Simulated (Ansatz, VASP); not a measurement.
## One calculation of InSb3, two programs

```
In Sb
1.0
     4.81384    0.00000    0.00000
     0.00000    4.81384    0.00000
     0.00000    0.00000    4.81384
In Sb
1 3
Direct
  0.00000 0.00000 0.00000
  0.50000 0.00000 0.50000
  0.00000 0.50000 0.50000
  0.50000 0.50000 0.00000
```

Alike in both runs: functional PBE; k mesh 10 × 10 × 10; occupations gaussian, width 0.1 eV; no spin polarisation.

Ansatz relaxed the structure, and its values are those at the end. VASP's run is a single point on that final structure, the one shown.

```csv
,VASP,Ansatz
version,VASP 6.6.1,Ansatz 0.2.0
potentials or method,"VASP PAW PBE potentials, release 64 (In_d, Sb), cutoff 520 eV","scalar-relativistic, plane waves, PAW"
valence electrons in the cell,28,58
```

VASP gave:

```
gap on the k mesh at the Fermi level (eV) : none
pressure (GPa)                            : -0.1
```

Task: Estimate Ansatz's values.

Result: gap on the k mesh at the Fermi level (eV): none; pressure (GPa): 0.0.

A gap of «none» marks a metal or a gap that the smearing closes. The functional is the same, so the differences come from potentials, cutoffs and numerics. VASP's potentials hold 28 valence electrons a cell and Ansatz's 58, so a difference there can come from the potentials and not from the codes.

Spin-orbit coupling is off throughout.
